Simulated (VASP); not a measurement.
TiN, 2 atoms in the cell. Symmetry: Fm-3m, No. 225, cubic system. The conventional cell has a = 4.204 Å, b = 4.204 Å, c = 4.204 Å, α = 90.00°, β = 90.00°, γ = 90.00°. Ti (site symmetry m-3m) has 6 N at 2.10 Å within 2.8 Å. Within 2.8 Å of N (site symmetry m-3m) lie 6 Ti at 2.10 Å. 

```yaml
Program: VASP 6.6.1
Task: single point
Functional: PBEsol
Potentials_or_basis: VASP PAW PBE potentials, release 64 (Ti_sv, N)
Cutoff: 520 eV
k_mesh: 20 × 20 × 20
Occupations: gaussian, width 0.15 eV
Spin: collinear spin, ferromagnetic start
Starting_moments: "[0.375, 0.0] μB"
Fixed_moment: 0.375 μB
Dipole_correction: no
Further_INCAR_settings: ALGO = Normal; EDIFF = 1e-06; NBANDS = 20
```

Potentials or basis: VASP PAW PBE potentials, release 64 (Ti_sv, N).

Launch:

```console
$ cat potpaw_PBE.64/Ti_sv/POTCAR potpaw_PBE.64/N/POTCAR > POTCAR
$ mpirun -np 1 vasp_std > vasp.out
```

Hardware: 1 thread of Intel Xeon 8259CL (shared host).

**Question.** Estimate the wall time of this run.

**Answer.** Run time: 4.2 min on 1 thread of Intel Xeon 8259CL, on a shared host, peak memory 0.27 GiB. Counts: scf iterations 15, k points 256.
